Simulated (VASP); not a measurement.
Input of a VASP 6.6.1 run:

INCAR

```
SYSTEM = AlIn2
ALGO = Fast ; EDIFF = 1E-6
ENCUT = 520 ; GGA = PE
ISIF = 2 ; ISMEAR = 0
LASPH = .True. ; LCHARG = .True.
LELF = .True. ; LREAL = .False.
LVHAR = .True. ; LWAVE = .False.
NBANDS = 22 ; NELM = 100
PREC = Accurate ; SIGMA = 0.1
```

File KPOINTS:

```
k-points
0
Gamma
  6 6 6
  0 0 0
```

The input POSCAR:

```
AlIn2
1.0
    0.0000000000      3.4087374087      3.4087374087
    3.4087374087      0.0000000000      3.4087374087
    3.4087374087      3.4087374087      0.0000000000
Al In
1 2
Direct
    0.0000000000      0.0000000000      0.0000000000
    0.2500000000      0.2500000000      0.2500000000
    0.7500000000      0.7500000000      0.7500000000
```

Potentials or basis: VASP PAW PBE potentials, release 64 (Al, In_d).

Launch:

```bash
$ cat potpaw_PBE.64/Al/POTCAR potpaw_PBE.64/In_d/POTCAR > POTCAR
$ mpirun -np 1 vasp_std > vasp.out
```

(1) Estimate the pressure.

Results:

(1) 0.1 GPa.
